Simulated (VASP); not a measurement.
# WSe2 (P6_3/mmc) in VASP: single point with LDA

Aim: the single point of WSe2 with LDA.

Everything below comes from runs of VASP 6.6.1. Logs are shortened: lines on timing, memory, paths and dates and some standing lists are left out, and cuts for length are marked.

**What was measured.**

From “Time-resolved XUV ARPES with tunable 24–33 eV laser pulses at 30 meV resolution”, 2019, pmc:6684652, for a bulk crystal of WSe2: band gap 1.3 eV (indirect).

The runs below are set against these values where they give the same quantity.

## (1) The cell of the first run

It takes space group P6_3/mmc (No. 194, hexagonal). The conventional cell has a = 3.250 Å, b = 3.250 Å, c = 12.820 Å, α = 90.00°, β = 90.00°, γ = 120.00°. W (site symmetry -6m2) has 6 Se at 2.51 Å and 6 W at 3.25 Å within 3.3 Å. Within 3.3 Å of Se (site symmetry 3m) lie 3 W at 2.51 Å and 6 Se at 3.25 Å.

## (2) Single point, LDA

Input file INCAR:

```
PREC = Accurate
ENCUT = 520
EDIFF = 1E-6
ISMEAR = 0
SIGMA = 0.01
LREAL = F
LASPH = T
NELM = 60
ALGO = Normal
ISIF = 2
LWAVE = F
LCHARG = F
NBANDS = 35
```

Input file KPOINTS:

```
Automatic mesh
0
Gamma
  8 8 2
```

Input file POSCAR:

```
WSe2
1.0
    3.2497005504      0.0000000000      0.0000000000
   -1.6248502752      2.8143232313      0.0000000000
    0.0000000000      0.0000000000     12.8202144118
W Se
2 4
Direct
    0.3333333333      0.6666666667      0.2500000000
    0.6666666667      0.3333333333      0.7500000000
    0.3333333333      0.6666666667      0.6199798577
    0.6666666667      0.3333333333      0.1199798577
    0.3333333333      0.6666666667      0.8800201423
    0.6666666667      0.3333333333      0.3800201423
```

Potentials or basis: VASP PAW LDA potentials, release 64 (W_sv, Se).

The run is started by

```console
> cat potpaw_LDA.64/W_sv/POTCAR potpaw_LDA.64/Se/POTCAR > POTCAR
> mpirun -np 1 vasp_std > vasp.out
```

OUTCAR:

```text
PREC = Accurate
   ENCUT = 520
   EDIFF = 1E-6
   ISMEAR = 0
   LREAL = F
   LASPH = T
   NELM = 60
   ISIF = 2

 ion  position               nearest neighbor table
   1  0.333  0.667  0.250-   4 2.51   6 2.51   4 2.51   6 2.51   4 2.51   6 2.51
   2  0.667  0.333  0.750-   3 2.51   5 2.51   3 2.51   5 2.51   3 2.51   5 2.51
   3  0.333  0.667  0.620-   2 2.51   2 2.51   2 2.51
   4  0.667  0.333  0.120-   1 2.51   1 2.51   1 2.51
   5  0.333  0.667  0.880-   2 2.51   2 2.51   2 2.51
   6  0.667  0.333  0.380-   1 2.51   1 2.51   1 2.51

  LATTYP: Found a hexagonal cell.
 ALAT       =     3.2497005504
 C/A-ratio  =     3.9450448474

  Lattice vectors:

 A1 = (   3.2497005504,   0.0000000000,   0.0000000000)
 A2 = (  -1.6248502752,   2.8143232313,   0.0000000000)
 A3 = (   0.0000000000,   0.0000000000,  12.8202144118)

Analysis of symmetry for initial positions (statically):
=====================================================================
 Subroutine PRICEL returns:
 Original cell was already a primitive cell.

 Routine SETGRP: Setting up the symmetry group for a
 hexagonal supercell.

 Subroutine GETGRP returns: Found 24 space group operations
 (whereof 12 operations were pure point group operations)
 out of a pool of 24 trial point group operations.

The static configuration has the point symmetry D_3d.
 The point group associated with its full space group is D_6h.

Analysis of symmetry for dynamics (positions and initial velocities):
=====================================================================
 Subroutine PRICEL returns:
 Original cell was already a primitive cell.

 Routine SETGRP: Setting up the symmetry group for a
 hexagonal supercell.

 Subroutine GETGRP returns: Found 24 space group operations
 (whereof 12 operations were pure point group operations)
 out of a pool of 24 trial point group operations.

The dynamic configuration has the point symmetry D_3d.
 The point group associated with its full space group is D_6h.

 Subroutine INISYM returns: Found 24 space group operations
 (whereof 12 operations are pure point group operations),
 and found     1 'primitive' translations

----------------------------------------------------------------------------------------

                                     Primitive cell

  volume of cell :     117.2499

  direct lattice vectors                    reciprocal lattice vectors
     3.249700550  0.000000000  0.000000000     0.307720661  0.177662606  0.000000000
    -1.624850275  2.814323231  0.000000000     0.000000000  0.355325212  0.000000000
     0.000000000  0.000000000 12.820214412     0.000000000  0.000000000  0.078001816

  length of vectors
     3.249700550  3.249700550 12.820214412     0.355325212  0.355325212  0.078001816

  position of ions in fractional coordinates (direct lattice)
     0.333333333  0.666666667  0.250000000
     0.666666667  0.333333333  0.750000000
     0.333333333  0.666666667  0.619979858
     0.666666667  0.333333333  0.119979858
     0.333333333  0.666666667  0.880020142
     0.666666667  0.333333333  0.380020142

  ion indices of the primitive-cell ions
   primitive index   ion index
                 1           1
                 2           2
                 3           3
                 4           4
                 5           5
                 6           6

----------------------------------------------------------------------------------------

 KPOINTS: Automatic mesh

Automatic generation of k-mesh.
 Grid dimensions read from file:
 generate k-points for:    8    8    2

 Generating k-lattice:

  Cartesian coordinates                     Fractional coordinates (reciprocal lattice)
     0.038465083  0.022207826  0.000000000     0.125000000  0.000000000  0.000000000
     0.000000000  0.044415652  0.000000000     0.000000000  0.125000000  0.000000000
     0.000000000  0.000000000  0.039000908     0.000000000  0.000000000  0.500000000

  Length of vectors
     0.044415652  0.044415652  0.039000908

  Shift w.r.t. Gamma in fractional coordinates (k-lattice)
     0.000000000  0.000000000  0.000000000

 Subroutine IBZKPT returns following result:
 ===========================================

 Found     20 irreducible k-points:

 Following reciprocal coordinates:
            Coordinates               Weight
  0.000000  0.000000  0.000000      1.000000
  0.125000 -0.000000  0.000000      6.000000
  0.250000 -0.000000  0.000000      6.000000
  0.375000 -0.000000  0.000000      6.000000
  0.500000 -0.000000  0.000000      3.000000
  0.125000  0.125000  0.000000      6.000000
[... 12 lines left out ...]
  0.250000  0.250000  0.500000      6.000000
  0.375000  0.250000  0.500000      6.000000
   k-points           NKPTS =     20   k-points in BZ     NKDIM =     20   number of bands    NBANDS=     35
   number of dos      NEDOS =    301   number of ions     NIONS =      6
   total plane-waves  NPLWV =  55296
   dimension x,y,z NGX =    24 NGY =   24 NGZ =   96
   dimension x,y,z NGXF=    48 NGYF=   48 NGZF=  192
   ions per type =               2   4
   NGX,Y,Z   is equivalent  to a cutoff of  12.28, 12.28, 12.45 a.u.
   NGXF,Y,Z  is equivalent  to a cutoff of  24.56, 24.56, 24.90 a.u.
 SYSTEM =  unknown system
   PREC   = accura    normal or accurate (medium, high low for compatibility)
   ISTART =      0    job   : 0-new  1-cont  2-samecut
   ICHARG =      2    charge: 1-file 2-atom 10-const
   ISPIN  =      1    spin polarized calculation?
   LNONCOLLINEAR =      F non collinear calculations
   LSORBIT =      F    spin-orbit coupling
   LASPH  =      T    aspherical Exc in radial PAW
   ENCUT  =  520.0 eV  38.22 Ry    6.18 a.u.   6.04  6.04 23.84*2*pi/ulx,y,z
   NELM   =     60;   NELMIN=  2; NELMDL= -5     # of ELM steps
   EDIFF  = 0.1E-05   stopping-criterion for ELM
   LREAL  =      F    real-space projection
   EDIFFG = 0.1E-04   stopping-criterion for IOM
   NSW    =      0    number of steps for IOM
   IBRION =     -1    ionic relax: 0-MD 1-quasi-New 2-CG
   NFREE  =      0    steps in history (QN), initial steepest desc. (CG)
   ISIF   =      2    stress and relaxation
   ISYM   =      2    0-nonsym 1-usesym 2-fastsym
   POTIM  = 0.5000    time-step for ionic-motion
   TEBEG  =    0.0;   TEEND  =   0.0 temperature during run
   PSTRESS=    0.0 pullay stress
   NELECT =      52.0000    total number of electrons
   NUPDOWN=      -1.0000    fix difference up-down
   EMIN   =  10.00;   EMAX   =-10.00  energy-range for DOS
   EFERMI =   0.00;   METHOD = LEGACY
   ISMEAR =     0;   SIGMA  =   0.01  broadening in eV -4-tet -1-fermi 0-gaus
   EFERMI_NEDOS =   21; number of points for ismear=-14 and -15
   IALGO  =     38    algorithm
   IMIX   =      4    mixing-type and parameters
     AMIX     =   0.40;   BMIX     =  1.00
     AMIX_MAG =   1.60;   BMIX_MAG =  1.00
  volume/ion in A,a.u.               =      19.54       131.87
  Fermi-wavevector in a.u.,A,eV,Ry     =   1.248452  2.359232 21.206471  1.558632
  Thomas-Fermi vector in A             =   2.382538
   LORBIT       =      0    0 simple, 1 ext, 2 COOP (PROOUT), +10 PAW based schemes
   GGA     = CA    functional components
   LHFCALC =     F    Hartree Fock is set to
   AEXX    =    0.0000 exact exchange contribution
   IVDW    =     0    specifies the selected vdW correction
   LEPSILON=     F    determine dielectric tensor
   LRPA    =     F    only Hartree local field effects (RPA)
 non-spin polarized calculation
 Gauss-broadening in eV      SIGMA  =   0.01
  energy-cutoff  :      520.00
  volume of cell :      117.25
 maximum number of plane-waves:      3202
   NGX = 13   NGY = 13   NGZ = 47

 number of electron      51.9999989 magnetization

 Free energy of the ion-electron system (eV)
  ---------------------------------------------------
  ext. energy  EPLUGINS =         0.00000000
  ---------------------------------------------------
  free energy    TOTEN  =       -48.49055199 eV

  energy without entropy =      -48.49055199  energy(sigma->0) =      -48.49055199

 E-fermi :   6.8948     XC(G=0): -11.1953

 val. band max:        6.6703856898   @ k =   0.0000   0.0000   0.0000
 cond. band min:       7.6615859755   @ k =   0.2500   0.1250   0.0000
 fundamental gap:      0.9912002857
 Fermi energy:         6.8948330084

 k-point     1 :       0.0000    0.0000    0.0000
  band No.  band energies     occupation
      1     -67.1663      2.00000
      2     -67.1663      2.00000
      3     -31.7141      2.00000
      4     -31.7140      2.00000
      5     -31.5399      2.00000
      6     -31.5399      2.00000
[... 27 lines left out ...]
     34       9.7397      0.00000
     35      11.3228      0.00000

 k-point     2 :       0.1250   -0.0000    0.0000
  band No.  band energies     occupation
      1     -67.1644      2.00000
      2     -67.1644      2.00000
      3     -31.7061      2.00000
      4     -31.7061      2.00000
      5     -31.5808      2.00000
      6     -31.5808      2.00000
[... 27 lines left out ...]
     34       9.8915      0.00000
     35      12.4804      0.00000

 k-point     3 :       0.2500   -0.0000    0.0000
  band No.  band energies     occupation
      1     -67.1598      2.00000
      2     -67.1598      2.00000
      3     -31.6870      2.00000
      4     -31.6869      2.00000
      5     -31.6782      2.00000
      6     -31.6782      2.00000
[... 27 lines left out ...]
     34      10.6253      0.00000
     35      13.1390      0.00000
[... 571 lines left out ...]
 k-point    19 :       0.2500    0.2500    0.5000
  band No.  band energies     occupation
      1     -67.1534      2.00000
      2     -67.1534      2.00000
      3     -31.7627      2.00000
      4     -31.7627      2.00000
      5     -31.6598      2.00000
      6     -31.6598      2.00000
[... 27 lines left out ...]
     34      11.0815      0.00000
     35      12.7486      0.00000

 k-point    20 :       0.3750    0.2500    0.5000
  band No.  band energies     occupation
      1     -67.1520      2.00000
      2     -67.1520      2.00000
      3     -31.7659      2.00000
      4     -31.7659      2.00000
      5     -31.6877      2.00000
      6     -31.6877      2.00000
[... 27 lines left out ...]
     34      11.0566      0.00000
     35      12.5187      0.00000

------------------------ aborting loop because EDIFF is reached ----------------------------------------

  FORCE on cell =-STRESS in cart. coord.  units (eV):
  Direction    XX          YY          ZZ          XY          YZ          ZX
  --------------------------------------------------------------------------------------
  -------------------------------------------------------------------------------------
  Total        0.5352989      0.5352989      0.6733715      0.0000000      0.0000000      0.0000000
  in kB        7.3146627      7.3146627      9.2013738      0.0000000      0.0000000      0.0000000
  external PRESSURE =       7.9435664 kB  Pullay stress =       0.0000000 kB

 VOLUME and BASIS-vectors are now :
 -----------------------------------------------------------------------------
  energy-cutoff  :      520.00
  volume of cell :      117.25
      direct lattice vectors                 reciprocal lattice vectors
     3.249700550  0.000000000  0.000000000     0.307720661  0.177662606  0.000000000
    -1.624850275  2.814323231  0.000000000     0.000000000  0.355325212  0.000000000
     0.000000000  0.000000000 12.820214412     0.000000000  0.000000000  0.078001816

 POSITION                                       TOTAL-FORCE (eV/Angst)
 -----------------------------------------------------------------------------------
     -0.00000      1.87622      3.20505         0.000000      0.000000      0.000000
      1.62485      0.93811      9.61516        -0.000000      0.000000      0.000000
     -0.00000      1.87622      7.94827         0.000000     -0.000000     -0.101448
      1.62485      0.93811      1.53817        -0.000000     -0.000000     -0.101448
     -0.00000      1.87622     11.28205         0.000000      0.000000      0.101448
      1.62485      0.93811      4.87194        -0.000000      0.000000      0.101448
 -----------------------------------------------------------------------------------
    total drift:                               -0.000000      0.000000     -0.000000

  FREE ENERGIE OF THE ION-ELECTRON SYSTEM (eV)
  ---------------------------------------------------
  free  energy   TOTEN  =       -48.4905519922 eV

  energy  without entropy=      -48.4905519922  energy(sigma->0) =      -48.49055199
```

It took 72 s on 1 thread of Intel Xeon 6975P-C, shared host; peak memory 0.23 GiB.

What came out:

```yaml
Free_energy: -48.4906 eV
Pressure: 0.8 GPa
Largest_force: 0.101 eV/Å
Band_gap_on_the_k_mesh: 0.99 eV, indirect (least direct gap 1.97 eV)
```

Forces in eV/Å, atoms in the order of the input:
```
W    0.000  0.000  0.000
W    0.000  0.000  0.000
Se   0.000  0.000 -0.101
Se   0.000  0.000 -0.101
Se   0.000  0.000  0.101
Se   0.000  0.000  0.101
```

Caveat: spin-orbit coupling is left out, which moves the levels of the heavy elements.

## (3) How close it comes

Step 2. Against the measured gap of WSe2, 1.3 eV (indirect; “Time-resolved XUV ARPES with tunable 24–33 eV laser pulses at 30 meV resolution”, 2019, pmc:6684652), the calculated 0.99 eV is off by -0.31 eV. Spin-orbit coupling on Se, W is left out. The value is that of LDA on a finite k mesh, which can miss the band edges, without temperature or zero-point motion. Semilocal functionals fall short of measured gaps as a rule.
